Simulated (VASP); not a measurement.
# Ti4C3 (F-43m) in VASP: single point with PBE

Aim: the single point of Ti4C3 with PBE.

Everything below comes from runs of VASP 6.6.1. Logs are shortened: lines on timing, memory, paths and dates and some standing lists are left out, and cuts for length are marked.

### Step 1. The cell of the first run

It takes space group F-43m (No. 216, cubic). The conventional cell has a = 7.856 Å, b = 7.856 Å, c = 7.856 Å, α = 90.00°, β = 90.00°, γ = 90.00°. Ti (site symmetry 3m) has 1 C at 1.84 Å within 2.4 Å. C (site symmetry -43m) has 12 Ti at 3.28 Å and 8 C at 3.40 Å within 4.3 Å. Within 4.3 Å of C (site symmetry -43m) lie 12 Ti at 3.24 Å and 10 C at 3.40 to 3.93 Å. C (site symmetry -43m) has 4 Ti at 1.84 Å within 2.4 Å.

The cell was built from a structure type or drawn by symmetry, and may not be a known phase.

### Step 2. Single point, PBE

File INCAR:

```
SYSTEM = Ti4C3
PREC = Accurate
ENCUT = 600
EDIFF = 1E-6
ISMEAR = 0
SIGMA = 0.2
LREAL = .False.
LASPH = .True.
NELM = 120
ALGO = Normal
ISIF = 2
LWAVE = .False.
LCHARG = .False.
GGA = PE
NBANDS = 39
GGA_COMPAT = .False.
```

File KPOINTS:

```
Automatic mesh
0
Gamma
  4 4 4
  0 0 0
```

File POSCAR:

```
Ti4C3
1.0
    0.0000000000      3.9280479183      3.9280479183
    3.9280479183      0.0000000000      3.9280479183
    3.9280479183      3.9280479183      0.0000000000
Ti C
4 3
Direct
    0.3650656438      0.3650656438      0.3650656438
    0.3650656438      0.3650656438      0.9048030686
    0.3650656438      0.9048030686      0.3650656438
    0.9048030686      0.3650656438      0.3650656438
    0.7500000000      0.7500000000      0.7500000000
    0.0000000000      0.0000000000      0.0000000000
    0.5000000000      0.5000000000      0.5000000000
```

Potentials or basis: VASP PAW PBE potentials, release 64 (Ti_sv, C).

On the command line:

```console
$ cat potpaw_PBE.64/Ti_sv/POTCAR potpaw_PBE.64/C/POTCAR > POTCAR
$ mpirun -np 1 vasp_std > vasp.out
```

OUTCAR:

```text
SYSTEM = Ti4C3
   PREC = Accurate
   ENCUT = 600
   EDIFF = 1E-6
   ISMEAR = 0
   LREAL = .False.
   LASPH = .True.
   NELM = 120
   ISIF = 2
   GGA = PE

 ion  position               nearest neighbor table
   1  0.365  0.365  0.365-   7 1.84   3 2.56   4 2.56   2 2.56
   2  0.365  0.365  0.905-   7 1.84   3 2.56   4 2.56   1 2.56
   3  0.365  0.905  0.365-   7 1.84   2 2.56   4 2.56   1 2.56
   4  0.905  0.365  0.365-   7 1.84   2 2.56   3 2.56   1 2.56
   5  0.750  0.750  0.750-
   6  0.000  0.000  0.000-
   7  0.500  0.500  0.500-   1 1.84   2 1.84   3 1.84   4 1.84

  LATTYP: Found a face centered cubic cell.
 ALAT       =     7.8560958366

  Lattice vectors:

 A1 = (   0.0000000000,   3.9280479183,   3.9280479183)
 A2 = (   3.9280479183,   0.0000000000,   3.9280479183)
 A3 = (   3.9280479183,   3.9280479183,   0.0000000000)

Analysis of symmetry for initial positions (statically):
=====================================================================
 Subroutine PRICEL returns:
 Original cell was already a primitive cell.

 Routine SETGRP: Setting up the symmetry group for a
 face centered cubic supercell.

 Subroutine GETGRP returns: Found 24 space group operations
 (whereof 24 operations were pure point group operations)
 out of a pool of 48 trial point group operations.

The static configuration has the point symmetry T_d .

Analysis of symmetry for dynamics (positions and initial velocities):
=====================================================================
 Subroutine PRICEL returns:
 Original cell was already a primitive cell.

 Routine SETGRP: Setting up the symmetry group for a
 face centered cubic supercell.

 Subroutine GETGRP returns: Found 24 space group operations
 (whereof 24 operations were pure point group operations)
 out of a pool of 48 trial point group operations.

The dynamic configuration has the point symmetry T_d .

 Subroutine INISYM returns: Found 24 space group operations
 (whereof 24 operations are pure point group operations),
 and found     1 'primitive' translations

----------------------------------------------------------------------------------------

                                     Primitive cell

  volume of cell :     121.2161

  direct lattice vectors                    reciprocal lattice vectors
     0.000000000  3.928047918  3.928047918    -0.127289690  0.127289690  0.127289690
     3.928047918  0.000000000  3.928047918     0.127289690 -0.127289690  0.127289690
     3.928047918  3.928047918  0.000000000     0.127289690  0.127289690 -0.127289690

  length of vectors
     5.555098640  5.555098640  5.555098640     0.220472210  0.220472210  0.220472210

  position of ions in fractional coordinates (direct lattice)
     0.365065644  0.365065644  0.365065644
     0.365065644  0.365065644  0.904803069
     0.365065644  0.904803069  0.365065644
     0.904803069  0.365065644  0.365065644
     0.750000000  0.750000000  0.750000000
     0.000000000  0.000000000  0.000000000
     0.500000000  0.500000000  0.500000000

  ion indices of the primitive-cell ions
   primitive index   ion index
                 1           1
                 2           2
                 3           3
                 4           4
                 5           5
                 6           6
                 7           7

----------------------------------------------------------------------------------------

 KPOINTS: Automatic mesh

Automatic generation of k-mesh.
 Grid dimensions read from file:
 generate k-points for:    4    4    4

 Generating k-lattice:

  Cartesian coordinates                     Fractional coordinates (reciprocal lattice)
    -0.031822422  0.031822422  0.031822422     0.250000000  0.000000000  0.000000000
     0.031822422 -0.031822422  0.031822422     0.000000000  0.250000000  0.000000000
     0.031822422  0.031822422 -0.031822422     0.000000000  0.000000000  0.250000000

  Length of vectors
     0.055118052  0.055118052  0.055118052

  Shift w.r.t. Gamma in fractional coordinates (k-lattice)
     0.000000000  0.000000000  0.000000000

 Subroutine IBZKPT returns following result:
 ===========================================

 Found      8 irreducible k-points:

 Following reciprocal coordinates:
            Coordinates               Weight
  0.000000  0.000000  0.000000      1.000000
  0.250000  0.000000  0.000000      8.000000
  0.500000  0.000000  0.000000      4.000000
  0.250000  0.250000  0.000000      6.000000
  0.500000  0.250000  0.000000     24.000000
 -0.250000  0.250000  0.000000     12.000000
  0.500000  0.500000  0.000000      3.000000
 -0.250000  0.500000  0.250000      6.000000
   k-points           NKPTS =      8   k-points in BZ     NKDIM =      8   number of bands    NBANDS=     39
   number of dos      NEDOS =    301   number of ions     NIONS =      7
   total plane-waves  NPLWV = 110592
   dimension x,y,z NGX =    48 NGY =   48 NGZ =   48
   dimension x,y,z NGXF=    96 NGYF=   96 NGZF=   96
   ions per type =               4   3
   NGX,Y,Z   is equivalent  to a cutoff of  14.36, 14.36, 14.36 a.u.
   NGXF,Y,Z  is equivalent  to a cutoff of  28.73, 28.73, 28.73 a.u.
 SYSTEM =  Ti4C3
   PREC   = accura    normal or accurate (medium, high low for compatibility)
   ISTART =      0    job   : 0-new  1-cont  2-samecut
   ICHARG =      2    charge: 1-file 2-atom 10-const
   ISPIN  =      1    spin polarized calculation?
   LNONCOLLINEAR =      F non collinear calculations
   LSORBIT =      F    spin-orbit coupling
   LASPH  =      T    aspherical Exc in radial PAW
   ENCUT  =  600.0 eV  44.10 Ry    6.64 a.u.  11.09 11.09 11.09*2*pi/ulx,y,z
   NELM   =    120;   NELMIN=  2; NELMDL= -5     # of ELM steps
   EDIFF  = 0.1E-05   stopping-criterion for ELM
   LREAL  =      F    real-space projection
   EDIFFG = 0.1E-04   stopping-criterion for IOM
   NSW    =      0    number of steps for IOM
   IBRION =     -1    ionic relax: 0-MD 1-quasi-New 2-CG
   NFREE  =      0    steps in history (QN), initial steepest desc. (CG)
   ISIF   =      2    stress and relaxation
   ISYM   =      2    0-nonsym 1-usesym 2-fastsym
   POTIM  = 0.5000    time-step for ionic-motion
   TEBEG  =    0.0;   TEEND  =   0.0 temperature during run
   PSTRESS=    0.0 pullay stress
   NELECT =      60.0000    total number of electrons
   NUPDOWN=      -1.0000    fix difference up-down
   EMIN   =  10.00;   EMAX   =-10.00  energy-range for DOS
   EFERMI =   0.00;   METHOD = LEGACY
   ISMEAR =     0;   SIGMA  =   0.20  broadening in eV -4-tet -1-fermi 0-gaus
   EFERMI_NEDOS =   21; number of points for ismear=-14 and -15
   IALGO  =     38    algorithm
   IMIX   =      4    mixing-type and parameters
     AMIX     =   0.40;   BMIX     =  1.00
     AMIX_MAG =   1.60;   BMIX_MAG =  1.00
  volume/ion in A,a.u.               =      17.32       116.86
  Fermi-wavevector in a.u.,A,eV,Ry     =   1.295006  2.447207 22.817524  1.677041
  Thomas-Fermi vector in A             =   2.426553
   LORBIT       =      0    0 simple, 1 ext, 2 COOP (PROOUT), +10 PAW based schemes
   GGA     = PE    functional components
   LHFCALC =     F    Hartree Fock is set to
   AEXX    =    0.0000 exact exchange contribution
   IVDW    =     0    specifies the selected vdW correction
   LEPSILON=     F    determine dielectric tensor
   LRPA    =     F    only Hartree local field effects (RPA)
 non-spin polarized calculation
 Gauss-broadening in eV      SIGMA  =   0.20
  energy-cutoff  :      600.00
  volume of cell :      121.22
 maximum number of plane-waves:      4088
 NGX is ok and might be reduce to    48
   NGX = 23   NGY = 23   NGZ = 23

 number of electron      60.0000002 magnetization

 Free energy of the ion-electron system (eV)
  ---------------------------------------------------
  ext. energy  EPLUGINS =         0.00000000
  ---------------------------------------------------
  free energy    TOTEN  =       -43.73435510 eV

  energy without entropy =      -43.57029092  energy(sigma->0) =      -43.65232301

 E-fermi :   4.6371     XC(G=0): -10.1210

 val. band max:        4.6166684816   @ k =  -0.2500   0.5000   0.2500
 cond. band min:       4.6897879166   @ k =   0.5000   0.2500   0.0000
 fundamental gap:      0.0731194349
 Fermi energy:         4.6370838494

 k-point     1 :       0.0000    0.0000    0.0000
  band No.  band energies     occupation
      1     -52.2085      2.00000
      2     -52.0054      2.00000
      3     -52.0054      2.00000
      4     -52.0054      2.00000
      5     -29.1352      2.00000
      6     -28.6811      2.00000
[... 31 lines left out ...]
     38       6.7660      0.00000
     39       7.0231      0.00000

 k-point     2 :       0.2500    0.0000    0.0000
  band No.  band energies     occupation
      1     -52.1974      2.00000
      2     -52.0171      2.00000
      3     -52.0055      2.00000
      4     -52.0055      2.00000
      5     -29.0556      2.00000
      6     -28.6589      2.00000
[... 31 lines left out ...]
     38       6.8051      0.00000
     39       6.9092      0.00000

 k-point     3 :       0.5000    0.0000    0.0000
  band No.  band energies     occupation
      1     -52.1846      2.00000
      2     -52.0303      2.00000
      3     -52.0055      2.00000
      4     -52.0055      2.00000
      5     -28.9689      2.00000
      6     -28.6315      2.00000
[... 31 lines left out ...]
     38       6.8076      0.00000
     39       6.8097      0.00000

 k-point     4 :       0.2500    0.2500    0.0000
  band No.  band energies     occupation
      1     -52.1934      2.00000
      2     -52.0212      2.00000
      3     -52.0055      2.00000
      4     -52.0055      2.00000
      5     -29.0223      2.00000
      6     -28.6834      2.00000
[... 31 lines left out ...]
     38       6.6858      0.00000
     39       6.9146      0.00000

 k-point     5 :       0.5000    0.2500    0.0000
  band No.  band energies     occupation
      1     -52.1798      2.00000
      2     -52.0352      2.00000
      3     -52.0055      2.00000
      4     -52.0055      2.00000
      5     -28.9153      2.00000
      6     -28.6616      2.00000
[... 31 lines left out ...]
     38       6.6149      0.00000
     39       6.7254      0.00000

 k-point     6 :      -0.2500    0.2500    0.0000
  band No.  band energies     occupation
      1     -52.1846      2.00000
      2     -52.0303      2.00000
      3     -52.0055      2.00000
      4     -52.0055      2.00000
      5     -28.9566      2.00000
      6     -28.6473      2.00000
[... 31 lines left out ...]
     38       6.6699      0.00000
     39       6.7106      0.00000

 k-point     7 :       0.5000    0.5000    0.0000
  band No.  band energies     occupation
      1     -52.1747      2.00000
      2     -52.0405      2.00000
      3     -52.0056      2.00000
      4     -52.0056      2.00000
      5     -28.8633      2.00000
      6     -28.6980      2.00000
[... 31 lines left out ...]
     38       6.3663      0.00000
     39       6.9349      0.00000

 k-point     8 :      -0.2500    0.5000    0.2500
  band No.  band energies     occupation
      1     -52.1747      2.00000
      2     -52.0405      2.00000
      3     -52.0056      2.00000
      4     -52.0056      2.00000
      5     -28.8579      2.00000
      6     -28.6656      2.00000
[... 31 lines left out ...]
     38       6.4778      0.00000
     39       6.5181      0.00000

------------------------ aborting loop because EDIFF is reached ----------------------------------------

  FORCE on cell =-STRESS in cart. coord.  units (eV):
  Direction    XX          YY          ZZ          XY          YZ          ZX
  --------------------------------------------------------------------------------------
  -------------------------------------------------------------------------------------
  Total        0.2208570      0.2208570      0.2208570      0.0000000     -0.0000000     -0.0000000
  in kB        2.9191838      2.9191838      2.9191838      0.0000000     -0.0000000     -0.0000000
  external PRESSURE =       2.9191838 kB  Pullay stress =       0.0000000 kB

 VOLUME and BASIS-vectors are now :
 -----------------------------------------------------------------------------
  energy-cutoff  :      600.00
  volume of cell :      121.22
      direct lattice vectors                 reciprocal lattice vectors
     0.000000000  3.928047918  3.928047918    -0.127289690  0.127289690  0.127289690
     3.928047918  0.000000000  3.928047918     0.127289690 -0.127289690  0.127289690
     3.928047918  3.928047918  0.000000000     0.127289690  0.127289690 -0.127289690

 POSITION                                       TOTAL-FORCE (eV/Angst)
 -----------------------------------------------------------------------------------
      2.86799      2.86799      2.86799        -0.027265     -0.027265     -0.027265
      4.98811      4.98811      2.86799         0.027265      0.027265     -0.027265
      4.98811      2.86799      4.98811         0.027265     -0.027265      0.027265
      2.86799      4.98811      4.98811        -0.027265      0.027265      0.027265
      5.89207      5.89207      5.89207         0.000000      0.000000      0.000000
      0.00000      0.00000      0.00000         0.000000      0.000000      0.000000
      3.92805      3.92805      3.92805         0.000000      0.000000      0.000000
 -----------------------------------------------------------------------------------
    total drift:                                0.000001      0.000001      0.000001

  FREE ENERGIE OF THE ION-ELECTRON SYSTEM (eV)
  ---------------------------------------------------
  free  energy   TOTEN  =       -43.7343551021 eV

  energy  without entropy=      -43.5702909216  energy(sigma->0) =      -43.65232301
```

Run time: 53 s. Hardware: 1 thread of AMD EPYC 9R45 (Zen 5), shared host; peak memory 0.29 GiB.

What came out:

```yaml
Free_energy: -43.7344 eV
Pressure: 0.3 GPa
Largest_force: 0.047 eV/Å
Band_gap_on_the_k_mesh: zero (bands 30 and 31 overlap by 0.31 eV)
```

Forces in eV/Å, atoms in the order of the input:
```
Ti  -0.027 -0.027 -0.027
Ti   0.027  0.027 -0.027
Ti   0.027 -0.027  0.027
Ti  -0.027  0.027  0.027
C    0.000  0.000  0.000
C    0.000  0.000  0.000
C    0.000  0.000  0.000
```

Levels at points of the mesh, in eV from the Fermi level:
| k point | band 26 | band 27 | band 28 | band 29 | band 30 | band 31 | band 32 | band 33 | band 34 | band 35 |
| --- | --- | --- | --- | --- | --- | --- | --- | --- | --- | --- |
| (0.00, 0.00, 0.00) | -0.42 | -0.42 | -0.32 | -0.32 | -0.32 | 0.07 | 0.10 | 1.23 | 1.23 | 1.23 |
| (0.50, 0.00, 0.00) | -0.93 | -0.55 | -0.55 | -0.13 | -0.13 | 0.20 | 0.46 | 0.93 | 0.93 | 1.08 |
| (0.50, 0.50, 0.00) | -1.19 | -0.63 | -0.49 | -0.49 | -0.45 | 0.59 | 0.59 | 0.60 | 0.62 | 0.77 |
